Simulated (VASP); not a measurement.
# Li15MnF16 (a cell with a defect) in VASP: single point with PBE

Aim: the single point of Li15MnF16 (a cell with a defect) with PBE.

All numbers are computed with VASP 6.6.1; they aren't measurements. Logs are shortened: lines on timing, memory, paths and dates and some standing lists are left out, and cuts for length are marked.

## Step 1: The cell of the first run

The cell holds a defect, 32 atoms: a = 7.046 Å, b = 7.046 Å, c = 7.046 Å, α = 109.47°, β = 109.47°, γ = 109.47°.

## Step 2: Single point, PBE, collinear spin, ferromagnetic start

Input file INCAR:

```
PREC = Accurate
ENCUT = 520
EDIFF = 1E-6
ISMEAR = 0
SIGMA = 0.01
LREAL = Auto
LASPH = T
NELM = 150
ALGO = Normal
ISIF = 2
LWAVE = F
LCHARG = F
ISPIN = 2
MAGMOM = 4 0 0 0 0 0 0 0 0 0 0 0 0 0 0 0 0 0 0 0 0 0 0 0 0 0 0 0 0 0 0 0
LORBIT = 11
LMAXMIX = 4
GGA = PE
NBANDS = 111
```

Input file KPOINTS:

```
Automatic mesh
0
Gamma
  2 2 2
  0.5 0.5 0.5
```

Input file POSCAR:

```
Li15MnF16
1.0
   -4.0681815579      4.0681815579     -4.0681815579
    4.0681815579     -4.0681815579     -4.0681815579
   -4.0681815579     -4.0681815579      4.0681815579
Mn Li F
1 15 16
Direct
    0.5000000000      0.2500000000      0.2500000000
    0.2463803162      0.2500000000      0.5036196838
    0.0000000000      0.2500000000      0.7500000000
    0.7536196838     -0.0036196838      0.2500000000
    0.7536196838      0.2500000000     -0.0036196838
    0.5000000000     -0.0036196838      0.5036196838
    0.2463803162     -0.0036196838      0.7427606324
    0.0000000000      0.7500000000      0.2500000000
    0.9927606324      0.9963803162      0.9963803162
    0.7536196838      0.7572393676      0.5036196838
    0.5000000000      0.7500000000      0.7500000000
    0.2463803162      0.5036196838      0.2500000000
    0.2463803162      0.7427606324     -0.0036196838
    0.0072393676      0.5036196838      0.5036196838
    0.7536196838      0.5036196838      0.7572393676
    0.5000000000      0.5036196838     -0.0036196838
    0.7693489351      0.2500000000      0.5193489351
    0.5000000000      0.2500000000      0.7500000000
    0.2306510649      0.2500000000     -0.0193489351
    0.0000000000      0.0000000000      0.5000000000
    0.0000000000      0.2500000000      0.2500000000
    0.7500000000      0.0000000000      0.7500000000
    0.5000000000     -0.0193489351     -0.0193489351
    0.2500000000      0.7500000000      0.5000000000
    0.2306510649     -0.0193489351      0.2500000000
    0.0000000000      0.7500000000      0.7500000000
    0.7500000000      0.7500000000      0.0000000000
    0.5000000000      0.5193489351      0.5193489351
    0.5000000000      0.7500000000      0.2500000000
    0.2500000000      0.5000000000      0.7500000000
    0.0000000000      0.5000000000      0.0000000000
    0.7693489351      0.5193489351      0.2500000000
```

Potentials or basis: VASP PAW PBE potentials, release 64 (Mn_pv, Li_sv, F).

Launch:

```console
> cat potpaw_PBE.64/Mn_pv/POTCAR potpaw_PBE.64/Li_sv/POTCAR potpaw_PBE.64/F/POTCAR > POTCAR
> mpirun -np 1 vasp_std > vasp.out
```

OUTCAR:

```text
PREC = Accurate
   ENCUT = 520
   EDIFF = 1E-6
   ISMEAR = 0
   LREAL = Auto
   LASPH = T
   NELM = 150
   ISIF = 2
   ISPIN = 2
   LORBIT = 11
   GGA = PE

 ion  position               nearest neighbor table
   1  0.500  0.250  0.250-  17 2.19  19 2.19  23 2.19  25 2.19  28 2.19  32 2.19
   2  0.246  0.250  0.504-  20 2.00  30 2.00  21 2.03  18 2.03  28 2.07  25 2.07
   3  0.000  0.250  0.750-  17 1.88  19 1.88  20 2.03  22 2.03  30 2.03  31 2.03
   4  0.754  0.996  0.250-  20 2.00  27 2.00  21 2.03  29 2.03  17 2.07  23 2.07
   5  0.754  0.250  0.996-  22 2.00  31 2.00  18 2.03  21 2.03  23 2.07  32 2.07
   6  0.500  0.996  0.504-  22 2.00  24 2.00  18 2.03  29 2.03  25 2.07  17 2.07
[... 24 lines left out ...]
  31  0.000  0.500  0.000-  13 2.00  15 2.00   5 2.00  12 2.00   8 2.03   3 2.03
  32  0.769  0.519  0.250-   8 1.88   5 2.07  16 2.07  14 2.07  10 2.07   1 2.19

  LATTYP: Found a body centered cubic cell.
 ALAT       =     8.1363631158

  Lattice vectors:

 A1 = (  -4.0681815579,   4.0681815579,  -4.0681815579)
 A2 = (   4.0681815579,  -4.0681815579,  -4.0681815579)
 A3 = (  -4.0681815579,  -4.0681815579,   4.0681815579)

Analysis of symmetry for initial positions (statically):
=====================================================================
 Subroutine PRICEL returns:
 Original cell was already a primitive cell.

 Routine SETGRP: Setting up the symmetry group for a
 body centered cubic supercell.

 Subroutine GETGRP returns: Found 48 space group operations
 (whereof  4 operations were pure point group operations)
 out of a pool of 48 trial point group operations.

The static configuration has the point symmetry C_2v.
 The point group associated with its full space group is O_h .

Analysis of symmetry for dynamics (positions and initial velocities):
=====================================================================
 Subroutine PRICEL returns:
 Original cell was already a primitive cell.

 Routine SETGRP: Setting up the symmetry group for a
 body centered cubic supercell.

 Subroutine GETGRP returns: Found 48 space group operations
 (whereof  4 operations were pure point group operations)
 out of a pool of 48 trial point group operations.

The dynamic configuration has the point symmetry C_2v.
 The point group associated with its full space group is O_h .

Analysis of structural, dynamic, and magnetic symmetry:
=====================================================================
 Subroutine PRICEL returns:
 Original cell was already a primitive cell.

 Routine SETGRP: Setting up the symmetry group for a
 body centered cubic supercell.

 Subroutine GETGRP returns: Found 48 space group operations
 (whereof  4 operations were pure point group operations)
 out of a pool of 48 trial point group operations.

The overall configuration has the point symmetry C_2v.
 The point group associated with its full space group is O_h .

 Subroutine INISYM returns: Found 48 space group operations
 (whereof  4 operations are pure point group operations),
 and found     1 'primitive' translations

----------------------------------------------------------------------------------------

                                     Primitive cell

  volume of cell :     269.3153

  direct lattice vectors                    reciprocal lattice vectors
    -4.068181558  4.068181558 -4.068181558    -0.122905036  0.000000000 -0.122905036
     4.068181558 -4.068181558 -4.068181558     0.000000000 -0.122905036 -0.122905036
    -4.068181558 -4.068181558  4.068181558    -0.122905036 -0.122905036  0.000000000

  length of vectors
     7.046297153  7.046297153  7.046297153     0.173813969  0.173813969  0.173813969

  position of ions in fractional coordinates (direct lattice)
     0.500000000  0.250000000  0.250000000
     0.246380316  0.250000000  0.503619684
     0.000000000  0.250000000  0.750000000
     0.753619684  0.996380316  0.250000000
     0.753619684  0.250000000  0.996380316
     0.500000000  0.996380316  0.503619684
[... 24 lines left out ...]
     0.000000000  0.500000000  0.000000000
     0.769348935  0.519348935  0.250000000

[... 66 lines left out ...]
   number of dos      NEDOS =    301   number of ions     NIONS =     32
   total plane-waves  NPLWV = 157464
   dimension x,y,z NGX =    54 NGY =   54 NGZ =   54
   dimension x,y,z NGXF=   108 NGYF=  108 NGZF=  108
   ions per type =               1  15  16
   NGX,Y,Z   is equivalent  to a cutoff of  12.74, 12.74, 12.74 a.u.
   NGXF,Y,Z  is equivalent  to a cutoff of  25.48, 25.48, 25.48 a.u.
 SYSTEM =  unknown system
   PREC   = accura    normal or accurate (medium, high low for compatibility)
   ISTART =      0    job   : 0-new  1-cont  2-samecut
   ICHARG =      2    charge: 1-file 2-atom 10-const
   ISPIN  =      2    spin polarized calculation?
   LNONCOLLINEAR =      F non collinear calculations
   LSORBIT =      F    spin-orbit coupling
   LASPH  =      T    aspherical Exc in radial PAW
   ENCUT  =  520.0 eV  38.22 Ry    6.18 a.u.  13.10 13.10 13.10*2*pi/ulx,y,z
   NELM   =    150;   NELMIN=  2; NELMDL= -5     # of ELM steps
   EDIFF  = 0.1E-05   stopping-criterion for ELM
   LREAL  =      T    real-space projection
   EDIFFG = 0.1E-04   stopping-criterion for IOM
   NSW    =      0    number of steps for IOM
   IBRION =     -1    ionic relax: 0-MD 1-quasi-New 2-CG
   NFREE  =      0    steps in history (QN), initial steepest desc. (CG)
   ISIF   =      2    stress and relaxation
   ISYM   =      2    0-nonsym 1-usesym 2-fastsym
   POTIM  = 0.5000    time-step for ionic-motion
   TEBEG  =    0.0;   TEEND  =   0.0 temperature during run
   PSTRESS=    0.0 pullay stress
   NELECT =     170.0000    total number of electrons
   NUPDOWN=      -1.0000    fix difference up-down
   EMIN   =  10.00;   EMAX   =-10.00  energy-range for DOS
   EFERMI =   0.00;   METHOD = LEGACY
   ISMEAR =     0;   SIGMA  =   0.01  broadening in eV -4-tet -1-fermi 0-gaus
   EFERMI_NEDOS =   21; number of points for ismear=-14 and -15
   IALGO  =     38    algorithm
   IMIX   =      4    mixing-type and parameters
     AMIX     =   0.40;   BMIX     =  1.00
     AMIX_MAG =   1.60;   BMIX_MAG =  1.00
  volume/ion in A,a.u.               =       8.42        56.79
  Fermi-wavevector in a.u.,A,eV,Ry     =   1.404335  2.653809 26.832834  1.972158
  Thomas-Fermi vector in A             =   2.526907
   LORBIT       =     11    0 simple, 1 ext, 2 COOP (PROOUT), +10 PAW based schemes
   GGA     = PE    functional components
   LHFCALC =     F    Hartree Fock is set to
   AEXX    =    0.0000 exact exchange contribution
   IVDW    =     0    specifies the selected vdW correction
   LEPSILON=     F    determine dielectric tensor
   LRPA    =     F    only Hartree local field effects (RPA)
 spin polarized calculation
 Gauss-broadening in eV      SIGMA  =   0.01
  energy-cutoff  :      520.00
  volume of cell :      269.32
 maximum number of plane-waves:      7296
 NGX is ok and might be reduce to    54
   NGX = 27   NGY = 27   NGZ = 27

 number of electron     170.0000071 magnetization       4.1698841

 Free energy of the ion-electron system (eV)
  ---------------------------------------------------
  ext. energy  EPLUGINS =         0.00000000
  ---------------------------------------------------
  free energy    TOTEN  =      -154.86361398 eV

  energy without entropy =     -154.85637590  energy(sigma->0) =     -154.85999494

 E-fermi :   7.3654     XC(G=0): -10.0846

 val. band max:        7.3627971689   @ k =   0.2500   0.2500   0.2500
 cond. band min:       7.3702763351   @ k =  -0.2500   0.2500   0.2500
 fundamental gap:      0.0074791661
 Fermi energy:         7.3653957733

 spin component 1

 k-point     1 :       0.2500    0.2500    0.2500
  band No.  band energies     occupation
      1     -42.7699      1.00000
      2     -42.7699      1.00000
      3     -42.7699      1.00000
      4     -41.8530      1.00000
      5     -41.8530      1.00000
      6     -41.8530      1.00000
[... 189 lines left out ...]
     96      10.6899      0.00000
     97      11.9730      0.00000
 Fermi energy:         7.3653957733

 spin component 2

 k-point     1 :       0.2500    0.2500    0.2500
  band No.  band energies     occupation
      1     -41.8527      1.00000
      2     -41.8527      1.00000
      3     -41.8527      1.00000
      4     -41.8486      1.00000
      5     -41.8276      1.00000
      6     -41.8276      1.00000
[... 189 lines left out ...]
     96      10.7675      0.00000
     97      12.1167      0.00000
 [bands above 97 left out]

------------------------ aborting loop because EDIFF is reached ----------------------------------------

  FORCE on cell =-STRESS in cart. coord.  units (eV):
  Direction    XX          YY          ZZ          XY          YZ          ZX
  --------------------------------------------------------------------------------------
  -------------------------------------------------------------------------------------
  Total        5.9920989      5.9920989      5.9920989      0.0000000      0.0000000     -0.0000000
  in kB       35.6474595     35.6474595     35.6474595      0.0000000      0.0000000     -0.0000000
  external PRESSURE =      35.6474595 kB  Pullay stress =       0.0000000 kB

 VOLUME and BASIS-vectors are now :
 -----------------------------------------------------------------------------
  energy-cutoff  :      520.00
  volume of cell :      269.32
      direct lattice vectors                 reciprocal lattice vectors
    -4.068181558  4.068181558 -4.068181558    -0.122905036  0.000000000 -0.122905036
     4.068181558 -4.068181558 -4.068181558     0.000000000 -0.122905036 -0.122905036
    -4.068181558 -4.068181558  4.068181558    -0.122905036 -0.122905036  0.000000000

 POSITION                                       TOTAL-FORCE (eV/Angst)
 -----------------------------------------------------------------------------------
     -2.03409      0.00000     -2.03409        -0.000000     -0.000000      0.000000
     -2.03409     -2.06354      0.02945        -0.000000     -0.020527      0.020527
     -2.03409     -4.06818      2.03409        -0.000000     -0.000000      0.000000
     -0.02945     -2.00464     -6.10227        -0.020527      0.020527      0.000000
     -6.10227     -2.00464     -0.02945        -0.000000      0.020527     -0.020527
     -0.02945     -4.06818     -4.03873        -0.020527     -0.000000      0.020527
[... 24 lines left out ...]
      2.03409     -2.03409     -2.03409        -0.000000     -0.000000      0.000000
     -2.03409     -0.00000     -4.22561        -0.000000     -0.000000     -0.014013
 -----------------------------------------------------------------------------------
    total drift:                               -0.000000      0.000000     -0.000000

  FREE ENERGIE OF THE ION-ELECTRON SYSTEM (eV)
  ---------------------------------------------------
  free  energy   TOTEN  =      -154.8636139849 eV

  energy  without entropy=     -154.8563759007  energy(sigma->0) =     -154.85999494

 total charge

# of ion       s       p       d       tot
------------------------------------------
    1        0.144   6.107   5.397  11.649
    2        2.015   0.046   0.000   2.061
    3        2.021   0.055   0.000   2.075
    4        2.015   0.046   0.000   2.061
    5        2.015   0.046   0.000   2.061
    6        2.015   0.046   0.000   2.061
[... 24 lines left out ...]
   31        1.729   4.410   0.000   6.140
   32        1.732   4.397   0.000   6.129
--------------------------------------------------
tot         58.073  77.276   5.397 140.746

 magnetization (x)

# of ion       s       p       d       tot
------------------------------------------
    1        0.028   0.012   3.699   3.739
    2        0.000  -0.000   0.000   0.000
    3        0.001   0.001   0.000   0.002
    4        0.000  -0.000   0.000   0.000
    5        0.000  -0.000   0.000   0.000
    6        0.000  -0.000   0.000   0.000
[... 24 lines left out ...]
   31        0.000   0.000   0.000   0.001
   32        0.004   0.018   0.000   0.022
--------------------------------------------------
tot          0.057   0.131   3.699   3.886
```

It took 5 min on 1 thread of Intel Xeon Platinum 8559C (Emerald Rapids), shared host; peak memory 0.53 GiB.

What came out:

```
Free energy                                           : -154.8636 eV
Largest force                                         : 0.029 eV/Å
Net moment                                            : 4.17 μB per cell
Site moments                                          : Mn +3.74; Li +0.00; F +0.02, +0.00 (each value once) μB
Valence electrons inside the program's atomic spheres : Mn 11.65; Li 2.06, 2.08 (each value once); F 6.13, 6.14 (each value once)
```

Forces on the atoms (eV/Å):
```
Mn   0.000  0.000  0.000
Li   0.000 -0.021  0.021
Li   0.000  0.000  0.000
Li  -0.021  0.021  0.000
Li   0.000  0.021 -0.021
Li  -0.021  0.000  0.021
Li   0.021  0.021  0.000
Li   0.000  0.000  0.000
Li   0.021  0.000  0.021
Li   0.000 -0.021 -0.021
Li   0.000  0.000  0.000
Li   0.021 -0.021  0.000
Li   0.000  0.021  0.021
Li  -0.021  0.000 -0.021
Li  -0.021 -0.021  0.000
Li   0.021  0.000 -0.021
F   -0.014  0.000  0.000
F    0.000  0.000  0.000
F    0.014  0.000  0.000
F    0.000  0.000  0.000
F    0.000  0.000  0.000
F    0.000  0.000  0.000
F    0.000  0.014  0.000
F    0.000  0.000  0.000
F    0.000  0.000  0.014
F    0.000  0.000  0.000
F    0.000  0.000  0.000
F    0.000 -0.014  0.000
F    0.000  0.000  0.000
F    0.000  0.000  0.000
F    0.000  0.000  0.000
F    0.000  0.000 -0.014
```

Caveat: the k points lie up to 0.55 Å⁻¹ apart; the cutoff is under 1.25 times the usual one of these potentials, so pressure, stress and relaxed cells hold a basis-set (Pulay) error; semilocal functionals often make such compounds metallic where correlation or magnetic order opens a gap, which also shifts bond lengths. With open d or f shells a metallic result of PBE can be an artefact of self-interaction; +U or a hybrid may open a gap.
